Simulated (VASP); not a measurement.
# Mo (P6/mmm) in VASP: a series of runs

The runs below take Mo through single point, with PBEsol.

Program: VASP 6.6.1. These are calculated values, not measurements. Logs are shortened: lines on timing, memory, paths and dates and some standing lists are left out, and cuts for length are marked.

**1. The cell of the first run**

Symmetry: P6/mmm, No. 191, hexagonal system. Conventional cell: a = 2.661 Å, b = 2.661 Å, c = 2.485 Å, α = 90.00°, β = 90.00°, γ = 120.00°. Within 3.3 Å of Mo (site symmetry 6/mmm) lie 8 Mo at 2.49 to 2.66 Å.

**2. Single point, PBEsol**

The input, INCAR:

```
PREC = Accurate
ENCUT = 520
EDIFF = 1E-7
ISMEAR = 1
SIGMA = 0.05
LREAL = False
LASPH = True
NELM = 60
ALGO = Normal
ISIF = 2
LWAVE = False
LCHARG = False
GGA = PS
NBANDS = 13
```

The input, KPOINTS:

```
Automatic mesh
0
Gamma
  12 12 11
```

The input, POSCAR:

```
Mo
1.0
    2.6605264600      0.0000000000      0.0000000000
   -1.3302680929      2.3040823811      0.0000000000
    0.0000000000      0.0000000000      2.4851395170
Mo
1
Direct
    0.0000000000      0.0000000000      0.5000000000
```

Potentials or basis: VASP PAW PBE potentials, release 64 (Mo_sv).

Command:

```
cat potpaw_PBE.64/Mo_sv/POTCAR > POTCAR
mpirun -np 1 vasp_std > vasp.out
```

OUTCAR:

```text
PREC = Accurate
   ENCUT = 520
   EDIFF = 1E-7
   ISMEAR = 1
   LREAL = False
   LASPH = True
   NELM = 60
   ISIF = 2
   GGA = PS

 ion  position               nearest neighbor table
   1  0.000  0.000  0.500-

  LATTYP: Found a hexagonal cell.
 ALAT       =     2.6605264600
 C/A-ratio  =     0.9340781061

  Lattice vectors:

 A1 = (   2.6605264600,   0.0000000000,   0.0000000000)
 A2 = (  -1.3302680929,   2.3040823811,   0.0000000000)
 A3 = (   0.0000000000,   0.0000000000,   2.4851395170)

Analysis of symmetry for initial positions (statically):
=====================================================================
 Subroutine PRICEL returns:
 Original cell was already a primitive cell.

 Routine SETGRP: Setting up the symmetry group for a
 hexagonal supercell.

 Subroutine GETGRP returns: Found 24 space group operations
 (whereof 24 operations were pure point group operations)
 out of a pool of 24 trial point group operations.

The static configuration has the point symmetry D_6h.

Analysis of symmetry for dynamics (positions and initial velocities):
=====================================================================
 Subroutine PRICEL returns:
 Original cell was already a primitive cell.

 Routine SETGRP: Setting up the symmetry group for a
 hexagonal supercell.

 Subroutine GETGRP returns: Found 24 space group operations
 (whereof 24 operations were pure point group operations)
 out of a pool of 24 trial point group operations.

The dynamic configuration has the point symmetry D_6h.

 Subroutine INISYM returns: Found 24 space group operations
 (whereof 24 operations are pure point group operations),
 and found     1 'primitive' translations

----------------------------------------------------------------------------------------

                                     Primitive cell

  volume of cell :      15.2341

  direct lattice vectors                    reciprocal lattice vectors
     2.660526460  0.000000000  0.000000000     0.375865459  0.217006923  0.000000000
    -1.330268093  2.304082381  0.000000000     0.000000000  0.434012259  0.000000000
     0.000000000  0.000000000  2.485139517     0.000000000  0.000000000  0.402391895

  length of vectors
     2.660526460  2.660527921  2.485139517     0.434012498  0.434012259  0.402391895

  position of ions in fractional coordinates (direct lattice)
     0.000000000  0.000000000  0.500000000

  ion indices of the primitive-cell ions
   primitive index   ion index
                 1           1

----------------------------------------------------------------------------------------
[... 76 lines left out ...]
   ISIF   =      2    stress and relaxation
   ISYM   =      2    0-nonsym 1-usesym 2-fastsym
   POTIM  = 0.5000    time-step for ionic-motion
   TEBEG  =    0.0;   TEEND  =   0.0 temperature during run
   PSTRESS=    0.0 pullay stress
   NELECT =      14.0000    total number of electrons
   NUPDOWN=      -1.0000    fix difference up-down
   EMIN   =  10.00;   EMAX   =-10.00  energy-range for DOS
   EFERMI =   0.00;   METHOD = LEGACY
   ISMEAR =     1;   SIGMA  =   0.05  broadening in eV -4-tet -1-fermi 0-gaus
   EFERMI_NEDOS =   21; number of points for ismear=-14 and -15
   IALGO  =     38    algorithm
   IMIX   =      4    mixing-type and parameters
     AMIX     =   0.40;   BMIX     =  1.00
     AMIX_MAG =   1.60;   BMIX_MAG =  1.00
  volume/ion in A,a.u.               =      15.23       102.80
  Fermi-wavevector in a.u.,A,eV,Ry     =   1.591642  3.007767 34.467969  2.533324
  Thomas-Fermi vector in A             =   2.690151
   LORBIT       =      0    0 simple, 1 ext, 2 COOP (PROOUT), +10 PAW based schemes
   GGA     = PS    functional components
   LHFCALC =     F    Hartree Fock is set to
   AEXX    =    0.0000 exact exchange contribution
   IVDW    =     0    specifies the selected vdW correction
   LEPSILON=     F    determine dielectric tensor
   LRPA    =     F    only Hartree local field effects (RPA)
 non-spin polarized calculation
 Methfessel and Paxton  Order N= 1 SIGMA  =   0.05
  energy-cutoff  :      520.00
  volume of cell :       15.23
 maximum number of plane-waves:       435
 NGX is ok and might be reduce to    20
   NGX =  9   NGY =  9   NGZ =  9

 number of electron      13.9999993 magnetization

 Free energy of the ion-electron system (eV)
  ---------------------------------------------------
  ext. energy  EPLUGINS =         0.00000000
  ---------------------------------------------------
  free energy    TOTEN  =       -10.81427374 eV

  energy without entropy =      -10.81446880  energy(sigma->0) =      -10.81433876

 E-fermi :  12.7892     XC(G=0): -13.5836

 val. band max:       12.7782441310   @ k =   0.1667   0.0000   0.0000
 cond. band min:      12.8039027539   @ k =   0.2500   0.0000   0.3636
 fundamental gap:      0.0256586229
 Fermi energy:        12.7892121678

 k-point     1 :       0.0000    0.0000    0.0000
  band No.  band energies     occupation
      1     -48.2481      2.00000
      2     -21.3298      2.00000
      3     -21.3298      2.00000
      4     -21.2668      2.00000
      5       5.6584      2.00000
      6       7.9343      2.00000
      7      11.6839      2.00000
      8      11.6840      2.00000
      9      17.3759      0.00000
     10      17.3759      0.00000
     11      25.7667      0.00000
     12      29.2045      0.00000
     13      34.2303      0.00000
[... 354 lines left out ...]
  band No.  band energies     occupation
      1     -47.9904      2.00000
      2     -22.6708      2.00000
      3     -21.6238      2.00000
      4     -21.2915      2.00000
      5       7.8278      2.00000
      6       9.2347      2.00000
      7      11.6918      2.00000
      8      14.6011      0.00000
      9      15.5797      0.00000
     10      16.3615      0.00000
     11      26.0958      0.00000
     12      29.7865      0.00000
     13      30.8179      0.00000

 [... further k-points ...]
[... 5 lines left out ...]
  --------------------------------------------------------------------------------------
  -------------------------------------------------------------------------------------
  Total        2.0139352      2.0139333      0.6727417     -0.0000043      0.0000000      0.0000000
  in kB      211.8067128    211.8065068     70.7526322     -0.0004470      0.0000000      0.0000000
  external PRESSURE =     164.7886173 kB  Pullay stress =       0.0000000 kB

 VOLUME and BASIS-vectors are now :
 -----------------------------------------------------------------------------
  energy-cutoff  :      520.00
  volume of cell :       15.23
      direct lattice vectors                 reciprocal lattice vectors
     2.660526460  0.000000000  0.000000000     0.375865459  0.217006923  0.000000000
    -1.330268093  2.304082381  0.000000000     0.000000000  0.434012259  0.000000000
     0.000000000  0.000000000  2.485139517     0.000000000  0.000000000  0.402391895

 POSITION                                       TOTAL-FORCE (eV/Angst)
 -----------------------------------------------------------------------------------
      0.00000      0.00000      1.24257         0.000000      0.000000      0.000000
 -----------------------------------------------------------------------------------
    total drift:                               -0.000000      0.000000      0.000000

  FREE ENERGIE OF THE ION-ELECTRON SYSTEM (eV)
  ---------------------------------------------------
  free  energy   TOTEN  =       -10.8142737441 eV

  energy  without entropy=      -10.8144688035  energy(sigma->0) =      -10.81433876
```

OSZICAR:

```text
N       E                     dE             d eps       ncg     rms          rms(c)
DAV:   1     0.110495158081E+03    0.11050E+03   -0.93072E+03  2972   0.114E+03
DAV:   2    -0.988319589345E+01   -0.12038E+03   -0.11621E+03  3364   0.332E+02
DAV:   3    -0.112965673820E+02   -0.14134E+01   -0.14043E+01  3429   0.368E+01
DAV:   4    -0.113004857403E+02   -0.39184E-02   -0.39182E-02  3424   0.221E+00
DAV:   5    -0.113005160125E+02   -0.30272E-04   -0.30274E-04  3434   0.163E-01    0.171E+01
DAV:   6    -0.108803175141E+02    0.42020E+00   -0.51211E-01  3009   0.860E+00    0.594E+00
DAV:   7    -0.108177346068E+02    0.62583E-01   -0.11365E-01  3244   0.384E+00    0.749E-01
DAV:   8    -0.108142509275E+02    0.34837E-02   -0.37102E-03  3069   0.762E-01    0.970E-02
DAV:   9    -0.108142693005E+02   -0.18373E-04   -0.31804E-05  3639   0.643E-02    0.558E-02
DAV:  10    -0.108142737339E+02   -0.44334E-05   -0.62227E-06  3169   0.264E-02    0.438E-03
DAV:  11    -0.108142737441E+02   -0.10173E-07   -0.13501E-07  2748   0.373E-03
   1 F= -.10814274E+02 E0= -.10814339E+02  d E =0.195059E-03
```

Run time: 6.5 s. Hardware: 1 thread of Intel Xeon 6975P-C (Granite Rapids), shared host; peak memory 0.13 GiB.

Results:

* Free energy: -10.8143 eV
* Pressure: 16.5 GPa
* Band gap on the k mesh: zero (band 7 reaches 13.77 eV, above the bottom of band 8 at 11.68 eV)

Caveat: the PAW data sets were made with another functional, which shifts forces and pressure a little.

**3. Single point, PBEsol**

This run uses another cell than the first one, of 15.90 Å³/atom, 1.043 times its volume.

The input, INCAR:

```
SYSTEM = Mo
  ALGO = Normal
  EDIFF = 1E-7
  ENCUT = 520
  GGA = PS
  ISIF = 2
  ISMEAR = 1
  LASPH = .TRUE.
  LCHARG = .FALSE.
  LREAL = .FALSE.
  LWAVE = .FALSE.
  NBANDS = 13
  NELM = 60
  PREC = Accurate
  SIGMA = 0.05
```

The input, KPOINTS:

```
k-points
0
G
  12 12 11
  0 0 0
```

The input, POSCAR:

```
Mo
1.0
    2.6985391166      0.0000000000      0.0000000000
   -1.3492744907      2.3370022913      0.0000000000
    0.0000000000      0.0000000000      2.5206463072
Mo
1
Direct
    0.0000000000      0.0000000000      0.5000000000
```

Potentials or basis: VASP PAW PBE potentials, release 64 (Mo_sv).

Command:

```
cat potpaw_PBE.64/Mo_sv/POTCAR > POTCAR
mpirun -np 1 vasp_std > vasp.out
```

It took 7 s on 1 thread of Intel Xeon 6975P-C (Granite Rapids), shared host; peak memory 0.14 GiB.

Results (log left out):

| Property | Result |
| --- | --- |
| Free energy | -10.8585 eV |
| Pressure | 5.1 GPa |
| Band gap on the k mesh | zero (band 7 reaches 13.07 eV, above the bottom of band 8 at 11.09 eV) |

Stress tensor (GPa, compression positive):
```
 8.85  0.00  0.00
 0.00  8.85  0.00
 0.00  0.00 -2.34
```

Levels at points of the mesh, in eV from the Fermi level:
```
           k point  band 5  band 6  band 7  band 8  band 9  band 10
(0.00, 0.00, 0.00)   -7.01   -4.61   -1.02   -1.02    4.31     4.31
(0.50, 0.00, 0.00)   -5.23   -3.32    0.95    1.09    3.59     4.65
```

Caveat: the PAW data sets were made with another functional, which shifts forces and pressure a little.
